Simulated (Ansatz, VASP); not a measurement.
# One calculation of Eu, two programs

```
Eu
1.0
     0.00000    2.72342    2.72342
     2.72342    0.00000    2.72342
     2.72342    2.72342    0.00000
Eu
1
Direct
  0.00000 0.00000 0.00000
```

Change from the starting cell: volume scaled by 0.98, PAW files.

Alike in both runs: task electric field gradients; functional PBE; k mesh 12 × 12 × 12; occupations fermi-dirac, width 0.03 eV; collinear spin.

```csv
,VASP,Ansatz
version,VASP 6.6.1,Ansatz 0.2.0
potentials or method,"VASP PAW PBE potentials, release 64 (Eu)","PAW with Ansatz's default frozen-core files, scalar-relativistic"
plane-wave cutoff (eV),520,420
valence electrons in the cell,17,17
```

Ansatz gave:

| Property | Result |
| --- | --- |
| pressure (GPa) | 0.4 |
| net moment per atom (μB) | 7.55 |
| size of the moment on the site where the two differ most (μB) | 7.20 |

Problem. What did VASP give for the same quantities?

Solution. Pressure (GPa): 0.1; net moment per atom (μB): 7.54; size of the moment on the site where the two differ most (μB): 6.74.

Site moments also hang on the region over which each program counts them.

Spin-orbit coupling is off throughout.
